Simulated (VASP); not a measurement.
Write the native input for VASP 6.6.1 that does the following.

```
Task                   : electric field gradients
Functional             : PBE
Potentials or basis    : VASP PAW PBE potentials, release 64 (Hf_pv)
Cutoff                 : 520 eV
k mesh                 : 5 × 5 × 5
Occupations            : fermi-dirac, width 0.03 eV
Spin                   : no spin polarisation
Dipole correction      : no
Further INCAR settings : ALGO = Normal; EDIFF = 1e-08; NBANDS = 11
```

The structure of Hf lies in POSCAR:

```
Hf
1.0
    0.0000000000      2.2200000000      2.2200000000
    2.2200000000      0.0000000000      2.2200000000
    2.2200000000      2.2200000000      0.0000000000
Hf
1
Direct
    0.0000000000      0.0000000000      0.0000000000
```

These files were run (other wordings do the same):

INCAR

```
SYSTEM = Hf
PREC = Accurate ; ENCUT = 520
EDIFF = 1E-8 ; ISMEAR = -1
SIGMA = 0.03 ; LREAL = .False.
LASPH = .True. ; NELM = 60
ALGO = Normal ; ISIF = 2
LWAVE = .False. ; LCHARG = .False.
GGA = PE ; LEFG = .True.
NBANDS = 11
```

KPOINTS

```
regular mesh
0
Gamma
  5 5 5
  0 0 0
```

Potentials or basis: VASP PAW PBE potentials, release 64 (Hf_pv).

Command:

```sh
$ cat potpaw_PBE.64/Hf_pv/POTCAR > POTCAR
$ mpirun -np 1 vasp_std > vasp.out
```

Results of the run:

| Quantity | Value |
| --- | --- |
| Pressure | 2.8 GPa |
| Band gap on the k mesh | zero (band 5 reaches 6.31 eV, above the bottom of band 6 at 4.50 eV) |

Caveat: the k points lie up to 0.49 Å⁻¹ apart; without QUAD_EFG the Cq values of the log hold for a quadrupole moment of 1 mb, not for the nuclei; spin-orbit coupling is left out, which moves the levels of the heavy elements.

It took 4.1 s on 1 thread of Intel Xeon 8259CL, on a shared host, peak memory 0.13 GiB.
